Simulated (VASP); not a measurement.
A run of VASP 6.6.1:

Contents of INCAR:

```
ALGO     = Normal         # electronic algorithm
EDIFF    = 1E-6           # SCF threshold, eV
ENCUT    = 520            # plane-wave cutoff, eV
GGA      = PE             # functional
ISIF     = 2              # what is computed and relaxed
ISMEAR   = 0              # smearing method
ISPIN    = 2              # spin polarisation
LASPH    = True           # aspherical terms in the spheres
LCHARG   = False          # write CHGCAR
LMAXMIX  = 4              # l up to which the mixer works
LORBIT   = 11             # projections on sites
LREAL    = False          # projectors in reciprocal space
LWAVE    = False          # write WAVECAR
MAGMOM   = 0 0 1 0 0 0    # initial moments
NBANDS   = 30             # bands
NELM     = 150            # most SCF steps
PREC     = Accurate       # precision mode
SIGMA    = 0.1            # smearing width, eV
```

File KPOINTS:

```
k-points
0
Gamma
  6 6 4
```

POSCAR

```
Al2MoN3
1.0
    4.7565669000      0.0000000000      0.0000000000
   -2.3782834500      4.1193077700      0.0000000000
    0.0000000000      0.0000000000      5.0057201300
Al Mo N
2 1 3
Direct
    0.3333333300      0.6666666700      0.5000000000
    0.6666666700      0.3333333300      0.5000000000
    0.0000000000      0.0000000000      0.0000000000
    0.5000000000      0.0000000000      0.5000000000
    0.0000000000      0.5000000000      0.5000000000
    0.5000000000      0.5000000000      0.5000000000
```

Potentials or basis: VASP PAW PBE potentials, release 64 (Al, Mo_sv, N).

Launch:

```sh
$ cat potpaw_PBE.64/Al/POTCAR potpaw_PBE.64/Mo_sv/POTCAR potpaw_PBE.64/N/POTCAR > POTCAR
$ mpirun -np 1 vasp_std > vasp.out
```

Hardware: 1 thread of Intel(R) Xeon(R) 6975P-C (Granite Rapids), with other jobs on the host.

**Question.** How long does it take, and how much memory?

**Answer.** Run time: 63 s on 1 thread of Intel(R) Xeon(R) 6975P-C (Granite Rapids), with other jobs on the host, peak memory 0.3 GiB. Counts: scf iterations 21, k points 21.
